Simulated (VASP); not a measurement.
Input of a VASP 6.6.1 run:

The input INCAR:

```
PREC = Accurate
ENCUT = 520
EDIFF = 1E-6
ISMEAR = 0
SIGMA = 0.01
LREAL = False
LASPH = True
NELM = 80
ALGO = Normal
ISIF = 2
LWAVE = False
LCHARG = False
NBANDS = 28
```

File KPOINTS:

```
Automatic mesh
0
Gamma
  4 6 6
```

Contents of POSCAR:

```
PbS
1.0
    5.9555789856      0.0000000000      0.0000000000
    0.0000000000      2.9685400393      2.9685400630
    0.0000000000     -2.9685400393      2.9685400630
Pb S
2 2
Direct
    0.7498944079      0.2605182553      0.7605182553
    0.2501055921      0.7605182553      0.2605182553
    0.7496622065      0.7604817447      0.2604817447
    0.2503377935      0.2604817447      0.7604817447
```

Potentials or basis: VASP PAW LDA potentials, release 64 (Pb_d, S).

The run is started by

```console
$ cat potpaw_LDA.64/Pb_d/POTCAR potpaw_LDA.64/S/POTCAR > POTCAR
$ mpirun -np 1 vasp_std > vasp.out
```

What does it give for the pressure?

-2.8 GPa.

What does it give for the band gap on the k mesh?

0.23 eV.

Stress tensor (GPa, compression positive):
```
-2.75  0.00  0.00
 0.00 -2.84  0.00
 0.00  0.00 -2.84
```

Caveat: spin-orbit coupling is left out, which moves the levels of the heavy elements. A k mesh can miss the band edges.
